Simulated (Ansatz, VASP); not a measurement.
# Os in VASP and in Ansatz

File INCAR:

```
ALGO = Normal
EDIFF = 1E-6
ENCUT = 520
GGA = RP
ISIF = 2
ISMEAR = -1
LASPH = True
LCHARG = True
LELF = True
LREAL = False
LVHAR = True
LWAVE = False
NBANDS = 10
NELM = 60
PREC = Accurate
SIGMA = 0.1
```

Contents of KPOINTS:

```
k-points
0
Gamma
  16 16 16
```

POSCAR

```
Os
1.0
   -1.5520088194      1.5520088194      1.5520088194
    1.5520088194     -1.5520088194      1.5520088194
    1.5520088194      1.5520088194     -1.5520088194
Os
1
Direct
    0.0000000000      0.0000000000      0.0000000000
```

Input for Ansatz:

```yaml
crystal:
  lattice:
    - [-1.5520088194, 1.5520088194, 1.5520088194]
    - [1.5520088194, -1.5520088194, 1.5520088194]
    - [1.5520088194, 1.5520088194, -1.5520088194]
  atoms:
    - { symbol: Os, position: [0.0, 0.0, 0.0] }
hamiltonian:
  xc: rpbe
  pseudopotentials:
    kind: paw
    azcp:
      Os: "pseudopotentials/Os.paw.azcp"
basis:
  ecutwfc: 420
  fft_grid_basis: typed
kpoints:
  mp_grid: { grid: [16, 16, 16], shift: [0, 0, 0] }
magnetization:
  spin_polarized: false
scf:
  occupations: { method: fermi_dirac, width: 0.1 }
  lower_state_search: "off"
output:
  stress: true
```

Alike in both runs: task single point; functional RPBE; k mesh 16 × 16 × 16; occupations fermi-dirac, width 0.1 eV; no spin polarisation.

|  | VASP | Ansatz |
| --- | --- | --- |
| version | VASP 6.6.1 | Ansatz 0.2.0 |
| potentials or method | VASP PAW PBE potentials, release 64 (Os), cutoff 520 eV | plane waves (420 eV) with PAW, scalar-relativistic |
| valence electrons in the cell | 8 | 16 |

```csv
,VASP,Ansatz,Ansatz less VASP
pressure (GPa),-0.1,0.1,+0.18
```

VASP's potentials were made for PBE, not for RPBE. VASP's potentials hold 8 valence electrons a cell and Ansatz's 16, so a difference there can come from the potentials and not from the codes.

Neither program's run includes spin-orbit coupling.
